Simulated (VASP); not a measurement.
# Si in VASP: a series of runs

The runs below take Si through single point, with PBE+D3(BJ).

Program: VASP 6.6.1. These are calculated values, not measurements. Logs are shortened: lines on timing, memory, paths and dates and some standing lists are left out, and cuts for length are marked.

## (1) The cell of the first run

The cell holds a slab with vacuum, 4 atoms: a = 3.848 Å, b = 3.848 Å, c = 18.442 Å, α = 90.00°, β = 90.00°, γ = 120.00°.

## (2) Single point, PBE+D3(BJ) (layers slid over each other)

The input, INCAR:

```
ALGO = Normal ; DIPOL = 0.5 0.5 0.373
EDIFF = 1E-6 ; ENCUT = 520
GGA = PE ; IDIPOL = 3
ISIF = 2 ; ISMEAR = 0
IVDW = 12 ; LASPH = True
LCHARG = False ; LDIPOL = True
LREAL = False ; LWAVE = False
NBANDS = 16 ; NELM = 80
PREC = Accurate ; SIGMA = 0.1
```

The input, KPOINTS:

```
k-points
0
Gamma
  9 9 1
```

The input, POSCAR:

```
Si
1.0
    3.8475254748      0.0000000000      0.0000000000
   -1.9237627374      3.3320548028      0.0000000000
    0.0000000000      0.0000000000     18.4415958287
Si
4
Direct
    0.3333333333      0.6666666667      0.2695427207
    0.6666666667      0.3333333333      0.2440135898
    0.0000000000      1.3333333333      0.5011277719
    0.3333333333      1.0000000000      0.4755986410
```

Potentials or basis: VASP PAW PBE potentials, release 64 (Si).

Run with:

```bash
> cat potpaw_PBE.64/Si/POTCAR > POTCAR
> mpirun -np 1 vasp_std > vasp.out
```

OUTCAR:

```text
EDIFF = 1E-6
   ENCUT = 520
   GGA = PE
   ISIF = 2
   ISMEAR = 0
   IVDW = 12
   LASPH = True
   LREAL = False
   NELM = 80
   PREC = Accurate
 IVDW          = 12

 ion  position               nearest neighbor table
   1  0.333  0.667  0.270-   2 2.27   2 2.27   2 2.27
   2  0.667  0.333  0.244-   1 2.27   1 2.27   1 2.27
   3  0.000  0.333  0.501-   4 2.27   4 2.27   4 2.27
   4  0.333  0.000  0.476-   3 2.27   3 2.27   3 2.27

  LATTYP: Found a hexagonal cell.
 ALAT       =     3.8475254748
 C/A-ratio  =     4.7931055816

  Lattice vectors:

 A1 = (   3.8475254748,   0.0000000000,   0.0000000000)
 A2 = (  -1.9237627374,   3.3320548028,   0.0000000000)
 A3 = (   0.0000000000,   0.0000000000,  18.4415958287)

Analysis of symmetry for initial positions (statically):
=====================================================================
 Subroutine PRICEL returns:
 Original cell was already a primitive cell.

 Routine SETGRP: Setting up the symmetry group for a
 hexagonal supercell.

 Subroutine GETGRP returns: Found  2 space group operations
 (whereof  1 operations were pure point group operations)
 out of a pool of 24 trial point group operations.

The static configuration has the point symmetry C_1 .
 The point group associated with its full space group is S_2 .

Analysis of symmetry for dynamics (positions and initial velocities):
=====================================================================
 Subroutine PRICEL returns:
 Original cell was already a primitive cell.

 Routine SETGRP: Setting up the symmetry group for a
 hexagonal supercell.

 Subroutine GETGRP returns: Found  2 space group operations
 (whereof  1 operations were pure point group operations)
 out of a pool of 24 trial point group operations.

The dynamic configuration has the point symmetry C_1 .
 The point group associated with its full space group is S_2 .

 Subroutine INISYM returns: Found  2 space group operations
 (whereof  1 operations are pure point group operations),
 and found     1 'primitive' translations

----------------------------------------------------------------------------------------

                                     Primitive cell

  volume of cell :     236.4243

  direct lattice vectors                    reciprocal lattice vectors
     3.847525475  0.000000000  0.000000000     0.259907311  0.150057556  0.000000000
    -1.923762737  3.332054803  0.000000000     0.000000000  0.300115112  0.000000000
     0.000000000  0.000000000 18.441595829     0.000000000  0.000000000  0.054225242

  length of vectors
     3.847525475  3.847525475 18.441595829     0.300115112  0.300115112  0.054225242

  position of ions in fractional coordinates (direct lattice)
     0.333333333  0.666666667  0.269542721
     0.666666667  0.333333333  0.244013590
     1.000000000  0.333333333  0.501127772
     0.333333333  0.000000000  0.475598641

  ion indices of the primitive-cell ions
   primitive index   ion index
                 1           1
                 2           2
                 3           3
                 4           4

----------------------------------------------------------------------------------------

 KPOINTS: k-points

Automatic generation of k-mesh.
 Grid dimensions read from file:
 generate k-points for:    9    9    1

 Generating k-lattice:

  Cartesian coordinates                     Fractional coordinates (reciprocal lattice)
     0.028878590  0.016673062  0.000000000     0.111111111  0.000000000  0.000000000
     0.000000000  0.033346124  0.000000000     0.000000000  0.111111111  0.000000000
     0.000000000  0.000000000  0.054225242     0.000000000  0.000000000  1.000000000

  Length of vectors
     0.033346124  0.033346124  0.054225242

  Shift w.r.t. Gamma in fractional coordinates (k-lattice)
     0.000000000  0.000000000  0.000000000

 Subroutine IBZKPT returns following result:
 ===========================================

 Found     41 irreducible k-points:

 Following reciprocal coordinates:
            Coordinates               Weight
  0.000000  0.000000  0.000000      1.000000
  0.111111  0.000000  0.000000      2.000000
  0.000000  0.111111  0.000000      2.000000
 -0.111111  0.111111  0.000000      2.000000
  0.222222  0.000000  0.000000      2.000000
  0.000000  0.222222  0.000000      2.000000
[... 16 lines left out ...]
  0.333333  0.111111  0.000000      2.000000
 -0.111111  0.444444  0.000000      2.000000
 [... further k-points ...]
   k-points           NKPTS =     41   k-points in BZ     NKDIM =     41   number of bands    NBANDS=     16
   number of dos      NEDOS =    301   number of ions     NIONS =      4
   total plane-waves  NPLWV = 126000
   dimension x,y,z NGX =    30 NGY =   30 NGZ =  140
   dimension x,y,z NGXF=    60 NGYF=   60 NGZF=  280
   ions per type =               4
   NGX,Y,Z   is equivalent  to a cutoff of  12.96, 12.96, 12.62 a.u.
   NGXF,Y,Z  is equivalent  to a cutoff of  25.93, 25.93, 25.24 a.u.
 SYSTEM =  unknown system
   PREC   = accura    normal or accurate (medium, high low for compatibility)
   ISTART =      0    job   : 0-new  1-cont  2-samecut
   ICHARG =      2    charge: 1-file 2-atom 10-const
   ISPIN  =      1    spin polarized calculation?
   LNONCOLLINEAR =      F non collinear calculations
   LSORBIT =      F    spin-orbit coupling
   LASPH  =      T    aspherical Exc in radial PAW
   ENCUT  =  520.0 eV  38.22 Ry    6.18 a.u.   7.15  7.15 34.29*2*pi/ulx,y,z
   NELM   =     80;   NELMIN=  2; NELMDL= -5     # of ELM steps
   EDIFF  = 0.1E-05   stopping-criterion for ELM
   LREAL  =      F    real-space projection
   EDIFFG = 0.1E-04   stopping-criterion for IOM
   NSW    =      0    number of steps for IOM
   IBRION =     -1    ionic relax: 0-MD 1-quasi-New 2-CG
   NFREE  =      0    steps in history (QN), initial steepest desc. (CG)
   ISIF   =      2    stress and relaxation
   ISYM   =      2    0-nonsym 1-usesym 2-fastsym
   POTIM  = 0.5000    time-step for ionic-motion
   TEBEG  =    0.0;   TEEND  =   0.0 temperature during run
   PSTRESS=    0.0 pullay stress
   NELECT =      16.0000    total number of electrons
   NUPDOWN=      -1.0000    fix difference up-down
   EMIN   =  10.00;   EMAX   =-10.00  energy-range for DOS
   EFERMI =   0.00;   METHOD = LEGACY
   ISMEAR =     0;   SIGMA  =   0.10  broadening in eV -4-tet -1-fermi 0-gaus
   EFERMI_NEDOS =   21; number of points for ismear=-14 and -15
   IALGO  =     38    algorithm
   IMIX   =      4    mixing-type and parameters
     AMIX     =   0.40;   BMIX     =  1.00
     AMIX_MAG =   1.60;   BMIX_MAG =  1.00
  volume/ion in A,a.u.               =      59.11       398.87
  Fermi-wavevector in a.u.,A,eV,Ry     =   0.667141  1.260713  6.055637  0.445077
  Thomas-Fermi vector in A             =   1.741657
   LORBIT       =      0    0 simple, 1 ext, 2 COOP (PROOUT), +10 PAW based schemes
   GGA     = PE    functional components
   LHFCALC =     F    Hartree Fock is set to
   AEXX    =    0.0000 exact exchange contribution
   IVDW    =    12    specifies the selected vdW correction
   LEPSILON=     F    determine dielectric tensor
   LRPA    =     F    only Hartree local field effects (RPA)
 non-spin polarized calculation
 Gauss-broadening in eV      SIGMA  =   0.10
  energy-cutoff  :      520.00
  volume of cell :      236.42
 maximum number of plane-waves:      6399
 NGX is ok and might be reduce to    30
   NGX = 15   NGY = 15   NGZ = 69

 dipolmoment           0.000000      0.000000      0.000032 electrons x Angstroem

 number of electron      16.0000002 magnetization

 dipolmoment           0.000000      0.000000     -0.000002 electrons x Angstroem

 Free energy of the ion-electron system (eV)
  ---------------------------------------------------
  ext. energy  EPLUGINS =         0.00000000
  ---------------------------------------------------
  free energy    TOTEN  =       -19.17655967 eV

  energy without entropy =      -19.17651787  energy(sigma->0) =      -19.17653877

 E-fermi :  -1.0286     XC(G=0):  -4.2038

 val. band max:       -1.2341494183   @ k =   0.3333   0.3333   0.0000
 cond. band min:      -0.8230207936   @ k =   0.3333   0.3333   0.0000
 fundamental gap:      0.4111286247
 Fermi energy:        -1.0285833627

 k-point     1 :       0.0000    0.0000    0.0000
  band No.  band energies     occupation
      1     -12.1842      2.00000
      2     -12.0510      2.00000
      3      -4.7188      2.00000
      4      -3.6996      2.00000
      5      -2.2185      2.00000
      6      -2.2161      2.00000
[... 8 lines left out ...]
     15       2.0639      0.00000
     16       2.6107      0.00000

 k-point     2 :       0.1111    0.0000    0.0000
  band No.  band energies     occupation
      1     -12.0384      2.00000
      2     -11.9058      2.00000
      3      -4.6095      2.00000
      4      -3.6674      2.00000
      5      -3.1978      2.00000
      6      -3.0803      2.00000
[... 8 lines left out ...]
     15       2.5643      0.00000
     16       2.7018      0.00000

 k-point     3 :       0.0000    0.1111    0.0000
  band No.  band energies     occupation
      1     -12.0383      2.00000
      2     -11.9059      2.00000
      3      -4.6055      2.00000
      4      -3.6786      2.00000
      5      -3.1922      2.00000
      6      -3.0799      2.00000
[... 8 lines left out ...]
     15       2.5874      0.00000
     16       2.6962      0.00000

 k-point     4 :      -0.1111    0.1111    0.0000
  band No.  band energies     occupation
      1     -12.0384      2.00000
      2     -11.9057      2.00000
      3      -4.6045      2.00000
      4      -3.6855      2.00000
      5      -3.1558      2.00000
      6      -3.1133      2.00000
[... 8 lines left out ...]
     15       2.5819      0.00000
     16       2.6843      0.00000

 k-point     5 :       0.2222    0.0000    0.0000
  band No.  band energies     occupation
      1     -11.6070      2.00000
      2     -11.4763      2.00000
      3      -5.1032      2.00000
      4      -4.9726      2.00000
      5      -3.9997      2.00000
      6      -3.0826      2.00000
[... 8 lines left out ...]
     15       3.8602      0.00000
     16       3.8858      0.00000

 k-point     6 :       0.0000    0.2222    0.0000
  band No.  band energies     occupation
      1     -11.6062      2.00000
      2     -11.4769      2.00000
      3      -5.1093      2.00000
      4      -4.9612      2.00000
      5      -4.0107      2.00000
      6      -3.0760      2.00000
[... 8 lines left out ...]
     15       3.8313      0.00000
     16       3.8902      0.00000
[... 267 lines left out ...]
 k-point    21 :       0.1111    0.2222    0.0000
  band No.  band energies     occupation
      1     -11.1838      2.00000
      2     -11.0581      2.00000
      3      -6.0247      2.00000
      4      -5.8923      2.00000
      5      -3.7212      2.00000
      6      -3.6676      2.00000
[... 8 lines left out ...]
     15       3.6431      0.00000
     16       4.1174      0.00000

 k-point    22 :       0.3333   -0.1111    0.0000
  band No.  band energies     occupation
      1     -11.1856      2.00000
      2     -11.0564      2.00000
      3      -5.9933      2.00000
      4      -5.9259      2.00000
      5      -3.6845      2.00000
      6      -3.6598      2.00000
[... 8 lines left out ...]
     15       3.7218      0.00000
     16       4.1129      0.00000

 k-point    23 :       0.3333    0.1111    0.0000
  band No.  band energies     occupation
      1     -10.3984      2.00000
      2     -10.2804      2.00000
      3      -7.4350      2.00000
      4      -7.3309      2.00000
      5      -4.1275      2.00000
      6      -4.0421      2.00000
[... 8 lines left out ...]
     15       4.8982      0.00000
     16       5.1502      0.00000

 k-point    24 :      -0.1111    0.4444    0.0000
  band No.  band energies     occupation
      1     -10.3938      2.00000
      2     -10.2834      2.00000
      3      -7.4418      2.00000
      4      -7.3275      2.00000
      5      -4.1136      2.00000
      6      -4.0531      2.00000
[... 8 lines left out ...]
     15       4.7380      0.00000
     16       5.1676      0.00000

 [... further k-points ...]

------------------------ aborting loop because EDIFF is reached ----------------------------------------

 vacuum level on the upper side and lower side of the slab       (xc-potential included)        -0.162        -0.166

 Edisp (eV)   -0.99337

 E8    (eV) :    -0.4225

  FORCE on cell =-STRESS in cart. coord.  units (eV):
  Direction    XX          YY          ZZ          XY          YZ          ZX
  --------------------------------------------------------------------------------------
  -------------------------------------------------------------------------------------
  Total      -0.18416    -0.15435    -0.83780     0.05541    -0.21378     0.04846
  in kB      -1.24799    -1.04600    -5.67751     0.37550    -1.44870     0.32842
  external pressure =       -2.66 kB  Pullay stress =        0.00 kB

 VOLUME and BASIS-vectors are now :
 -----------------------------------------------------------------------------
  energy-cutoff  :      520.00
  volume of cell :      236.42
      direct lattice vectors                 reciprocal lattice vectors
     3.847525475  0.000000000  0.000000000     0.259907311  0.150057556  0.000000000
    -1.923762737  3.332054803  0.000000000     0.000000000  0.300115112  0.000000000
     0.000000000  0.000000000 18.441595829     0.000000000  0.000000000  0.054225242

 POSITION                                       TOTAL-FORCE (eV/Angst)
 -----------------------------------------------------------------------------------
     -0.00000      2.22137      4.97080        -0.023868      0.040984      0.183854
      1.92376      1.11068      4.50000         0.008922      0.012216      0.024580
     -0.64125      1.11068      9.24160        -0.008922     -0.012216     -0.024580
      1.28251      0.00000      8.77080         0.023868     -0.040984     -0.183854
 -----------------------------------------------------------------------------------
    total drift:                               -0.000000      0.000000     -0.000021

  FREE ENERGIE OF THE ION-ELECTRON SYSTEM (eV)
  ---------------------------------------------------
  free  energy   TOTEN  =       -20.1699311118 eV

  energy  without entropy=      -20.1698893094  energy(sigma->0) =      -20.16991021

 vacuum level on the upper side and lower side of the slab         3.505         3.506
```

Wall time 4.4 min (1 thread of Intel Xeon 6975P-C, shared host); peak memory 0.4 GiB.

What came out:

* Free energy: -20.1699 eV
* Largest force: 0.190 eV/Å
* Band gap on the k mesh: 0.41 eV
* Dispersion energy per atom: -0.248 eV

Forces on the atoms (eV/Å):
```
Si  -0.024  0.041  0.184
Si   0.009  0.012  0.025
Si  -0.009 -0.012 -0.025
Si   0.024 -0.041 -0.184
```

Caveat: the cell differs from its parent crystal (layers slid over each other).

## (3) Single point, PBE+D3(BJ) (layers slid over each other)

The input, INCAR:

```
  ALGO = Normal
  DIPOL = 0.5 0.5 0.373
  EDIFF = 1E-6
  ENCUT = 520
  GGA = PE
  IDIPOL = 3
  ISIF = 2
  ISMEAR = 0
  IVDW = 12
  LASPH = True
  LCHARG = False
  LDIPOL = True
  LREAL = False
  LWAVE = False
  NBANDS = 16
  NELM = 80
  PREC = Accurate
  SIGMA = 0.1
```

KPOINTS is that of step 2.

POSCAR, as its differences from that of step 2:

```diff
@@ -10,3 +10,3 @@
     0.6666666667      0.3333333333      0.2440135898
-    0.0000000000      1.3333333333      0.5011277719
-    0.3333333333      1.0000000000      0.4755986410
+    0.0000000000      1.1666666667      0.5011277719
+    0.3333333333      0.8333333333      0.4755986410
```

Potentials or basis: VASP PAW PBE potentials, release 64 (Si).

Run with:

```bash
> cat potpaw_PBE.64/Si/POTCAR > POTCAR
> mpirun -np 1 vasp_std > vasp.out
```

It took 5.5 min on 1 thread of Intel Xeon 6975P-C, shared host; peak memory 0.4 GiB.

Results (log left out):

| Quantity | Value |
| --- | --- |
| Free energy | -20.2066 eV |
| Largest force | 0.275 eV/Å |
| Band gap on the k mesh | 0.19 eV |
| Dispersion energy per atom | -0.248 eV |

Forces in eV/Å, atoms in the order of the input:
```
Si  -0.021  0.033  0.272
Si  -0.003  0.010  0.019
Si   0.003 -0.010 -0.019
Si   0.021 -0.033 -0.272
```

Levels at points of the mesh, in eV from the valence-band top:
```tsv
k point	band 6	band 7	band 8	band 9	band 10	band 11
(0.00, 0.00, 0.00)	-1.09	-1.08	-1.05	2.11	2.20	2.31
```

Caveat: the cell differs from its parent crystal (layers slid over each other).

## (4) Single point, PBE+D3(BJ) (layers slid over each other)

INCAR is that of step 3.

KPOINTS is that of step 3.

POSCAR, as its differences from that of step 3:

```diff
@@ -10,3 +10,3 @@
     0.6666666667      0.3333333333      0.2440135898
-    0.0000000000      1.1666666667      0.5011277719
-    0.3333333333      0.8333333333      0.4755986410
+    0.1666666667      1.6666666667      0.5011277719
+    0.5000000000      1.3333333333      0.4755986410
```

Run with:

```bash
> cat potpaw_PBE.64/Si/POTCAR > POTCAR
> mpirun -np 1 vasp_std > vasp.out
```

It took 4.9 min on 1 thread of Intel Xeon 6975P-C, shared host; peak memory 0.4 GiB.

Results (log left out):

```
Free energy                : -20.1378 eV
Largest force              : 0.125 eV/Å
Band gap on the k mesh     : 0.45 eV (least direct gap 0.60 eV)
Dispersion energy per atom : -0.248 eV
```

Forces in eV/Å, atoms in the order of the input:
```
Si   0.030 -0.020  0.120
Si   0.023  0.004  0.007
Si  -0.023 -0.004 -0.007
Si  -0.030  0.020 -0.120
```

Levels at points of the mesh, in eV from the valence-band top:
```csv
k point,band 5,band 6,band 7,band 8,band 9,band 10,band 11,band 12
"(0.00, 0.00, 0.00)",-0.92,-0.91,-0.88,-0.87,2.27,2.39,2.58,3.28
```

Caveat: the cell differs from its parent crystal (layers slid over each other).

[end of part 1 of 2]
